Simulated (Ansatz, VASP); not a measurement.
**TiO2 in VASP and in Ansatz**

```
Ti O
1.0
     4.53191    0.00000    0.00000
     0.00000    4.53191    0.00000
     0.00000    0.00000    2.91901
Ti O
2 4
Direct
  0.00000 0.00000 0.00000
  0.50000 0.50000 0.50000
  0.30296 0.30296 0.00000
  0.19704 0.80296 0.50000
  0.69704 0.69704 0.00000
  0.80296 0.19704 0.50000
```

Change from the starting cell: volume scaled by 0.96, ions relaxed.

Alike in both runs: functional PBE; k mesh 7 × 7 × 10; occupations fermi-dirac, width 0.02 eV; no spin polarisation.

Ansatz relaxed the structure, and its values are those at the end. VASP's run is a single point on that final structure, the one shown.

|  | VASP | Ansatz |
| --- | --- | --- |
| version | VASP 6.6.1 | Ansatz 0.2.0 |
| potentials or method | VASP PAW PBE potentials, release 64 (Ti_sv, O) | plane-wave PAW, scalar-relativistic |
| plane-wave cutoff (eV) | 520 | 420 |
| valence electrons in the cell | 48 | 48 |

VASP gave:

```
gap on the k mesh at the Fermi level (eV) : 1.89
pressure (GPa)                            : 16.2
rms of the force components (eV/Å)        : 0.011
```

Problem. Estimate Ansatz's values.

Solution. gap on the k mesh at the Fermi level (eV): 1.92; pressure (GPa): 15.5; rms of the force components (eV/Å): 0.001.

Ansatz's warnings: stress scf threshold loose.
